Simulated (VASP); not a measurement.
Runs of VASP 6.6.1 on Zr. The structure is that of space group Fd-3m (No. 227), or close to it. The cells are those of the table. 

```tsv
task	cell	cutoff (eV)	gap on the mesh (eV)	pressure (GPa)
relaxation of cell and atoms	relaxed to 15 GPa from a = 4.018 Å, angles 60.0°, 2 atoms	600	none	15.0
relaxation of cell and atoms	relaxed to 15 GPa from a = 3.959 Å, angles 60.0°, 2 atoms	600	none	15.0
single point	a = 3.959 Å, angles 60.0°, 2 atoms	520	none	15.5
single point	a = 3.960 Å, angles 60.0°, 2 atoms	520	none	(a)
```

Alike in all rows: level LDA; potentials or basis VASP PAW LDA potentials, release 64 (Zr_sv); no spin polarisation; k mesh 12 × 12 × 12; smearing fermi-dirac 0.1 eV.

**Question.** Estimate the missing entries.

**Answer.** (a) 15.4.

Caveats: the cell is relaxed towards a set pressure, so the enthalpy falls and the energy may rise (some runs).

A k mesh can miss the band edges, and the runs leave out spin-orbit coupling on Zr.

A gap of «none» marks levels without a gap at the run's occupations.
